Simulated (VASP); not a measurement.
Here is a VASP 6.6.1 calculation.

Contents of INCAR:

```
SYSTEM = V
PREC = Accurate ; ENCUT = 500
EDIFF = 1E-6 ; ISMEAR = 1
SIGMA = 0.1 ; LREAL = .FALSE.
LASPH = .TRUE. ; NELM = 120
ALGO = Normal ; ISIF = 2
LWAVE = .FALSE. ; LCHARG = .FALSE.
GGA = PE ; NBANDS = 12
GGA_COMPAT = .FALSE.
```

Contents of KPOINTS:

```
regular mesh
0
G
  20 20 20
  0 0 0
```

Contents of POSCAR:

```
V
1.0
   -1.4985098874      1.4985098874      1.4985098874
    1.4985098874     -1.4985098874      1.4985098874
    1.4985098874      1.4985098874     -1.4985098874
V
1
Direct
    0.0000000000      0.0000000000      0.0000000000
```

Potentials or basis: VASP PAW PBE potentials, release 64 (V_sv).

Run with:

```bash
$ cat potpaw_PBE.64/V_sv/POTCAR > POTCAR
$ mpirun -np 1 vasp_std > vasp.out
```

Problem. Estimate the pressure.

Solution. 0.1 GPa.
